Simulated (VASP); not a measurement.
The system is Sr2ZnHO6.

```
CELL_PARAMETERS angstrom
0.00000 3.94300 3.94300
3.94300 0.00000 3.94300
3.94300 3.94300 0.00000
ATOMIC_POSITIONS crystal
Zn 0.50000 0.50000 0.50000
H 0.00000 0.00000 0.00000
O 0.72500 0.27500 0.27500
O 0.27500 0.72500 0.27500
O 0.27500 0.72500 0.72500
O 0.72500 0.27500 0.72500
O 0.27500 0.27500 0.72500
O 0.72500 0.72500 0.27500
Sr 0.25000 0.25000 0.25000
Sr 0.75000 0.75000 0.75000
```

| Property | Result |
| --- | --- |
| Program | VASP 6.6.1 |
| Task | relaxation of cell and atoms |
| Functional | LDA |
| Potentials or basis | VASP PAW LDA potentials, release 64 (Zn, H, O, Sr_sv) |
| Cutoff | 600 eV |
| k mesh | 8 × 8 × 8 |
| Occupations | fermi-dirac, width 0.1 eV |
| Spin | no spin polarisation |

At the start: pressure -1.8 GPa; volume 12.26 Å³/atom.

Q: Where does the relaxation end?

A: Over 9 steps the energy falls by 266.1 meV/atom and the volume is 10.23 Å³/atom (-16.5 %); space group Fm-3m (No. 225, to 0.1 Å) before and after.

Step by step:
```csv
step,energy change (eV),largest force (eV/Å),pressure (GPa),volume (Å³)
1,0.0000,3.0090,-1.84,122.61
2,-1.6049,0.7013,-11.39,120.13
3,-1.8255,0.0840,-13.46,119.09
4,-2.6385,0.1340,2.62,100.31
5,-2.6597,0.0660,-0.10,102.51
6,-2.6593,0.0573,-0.65,102.83
7,-2.6598,0.0301,-0.41,102.81
8,-2.6600,0.0012,-0.51,102.82
9,-2.6606,0.0093,0.15,102.34
```

Final structure:
```xyz
10
Lattice="0.0000 3.7126 3.7126 3.7126 0.0000 3.7126 3.7126 3.7126 0.0000" Properties=species:S:1:pos:R:3 pbc="T T T"
Zn    3.7126    3.7126    3.7126
H     0.0000    0.0000    0.0000
O     1.7904    3.7126    3.7126
O     3.7126    1.7904    3.7126
O     5.6348    3.7126    3.7126
O     3.7126    5.6348    3.7126
O     3.7126    3.7126    1.7904
O     3.7126    3.7126    5.6348
Sr    1.8563    1.8563    1.8563
Sr    5.5689    5.5689    5.5689
```

Caveat: the volume moved by over 15 % at a fixed basis, so the end points are rough; an odd number of electrons without spin polarisation forces a metal; a magnetic or distorted state may lie lower.
